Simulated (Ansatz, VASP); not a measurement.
# Hf in VASP and in Ansatz

```
Hf
1.0
    -1.77054    1.77054    1.77054
     1.77054   -1.77054    1.77054
     1.77054    1.77054   -1.77054
Hf
1
Direct
  0.00000 0.00000 0.00000
```

Alike in both runs: task single point; functional PBE; k mesh 16 × 16 × 16; occupations gaussian, width 0.1 eV; no spin polarisation.

|  | VASP | Ansatz |
| --- | --- | --- |
| version | VASP 6.6.1 | Ansatz 0.2.0 |
| potentials or method | VASP PAW PBE potentials, release 64 (Hf_pv), cutoff 520 eV | scalar-relativistic, plane waves, PAW |
| valence electrons in the cell | 10 | 26 |

|  | VASP | Ansatz | Ansatz less VASP |
| --- | --- | --- | --- |
| gap on the k mesh at the Fermi level (eV) | none | none | - |
| pressure (GPa) | 0.0 | 0.3 | +0.33 |

A gap of «none» marks a metal or a gap that the smearing closes. VASP's potentials hold 10 valence electrons a cell and Ansatz's 26, so a difference there can come from the potentials and not from the codes.

Spin-orbit coupling is off throughout.
